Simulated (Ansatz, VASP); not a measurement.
Al2O3 in VASP and in Ansatz

```
Al O
1.0
     2.31890    1.33882    4.45042
    -2.31890    1.33882    4.45042
     0.00000   -2.67763    4.45042
Al O
4 6
Direct
  0.85213 0.85213 0.85213
  0.64787 0.64787 0.64787
  0.14787 0.14787 0.14787
  0.35213 0.35213 0.35213
  0.05616 0.44384 0.75000
  0.75000 0.05616 0.44384
  0.44384 0.75000 0.05616
  0.94384 0.55616 0.25000
  0.25000 0.94384 0.55616
  0.55616 0.25000 0.94384
```

Alike in both runs: task single point; functional PBE; k mesh 6 × 6 × 6; occupations gaussian, width 0.05 eV; no spin polarisation.

```csv
,VASP,Ansatz
version,VASP 6.6.1,Ansatz 0.2.0
potentials or method,"VASP PAW PBE potentials, release 64 (Al, O), cutoff 520 eV","scalar-relativistic, plane waves, PAW"
valence electrons in the cell,48,48
```

Ansatz gave:

- gap on the k mesh at the Fermi level (eV): 6.39
- least direct gap on the mesh (eV): 6.39
- pressure (GPa): 15.1
- traceless stress, the component that is largest in VASP (GPa): -16.25
- rms of the force components (eV/Å): 0.162

**Question.** Which values does VASP return?

**Answer.** gap on the k mesh at the Fermi level (eV): 6.39; least direct gap on the mesh (eV): 6.39; pressure (GPa): 15.1; traceless stress, the component that is largest in VASP (GPa): -16.28; rms of the force components (eV/Å): 0.160.

Atom by atom the forces differ by 0.002 eV/Å (rms over components). With one functional, cell and mesh, what is left measures potentials, basis and numerics.
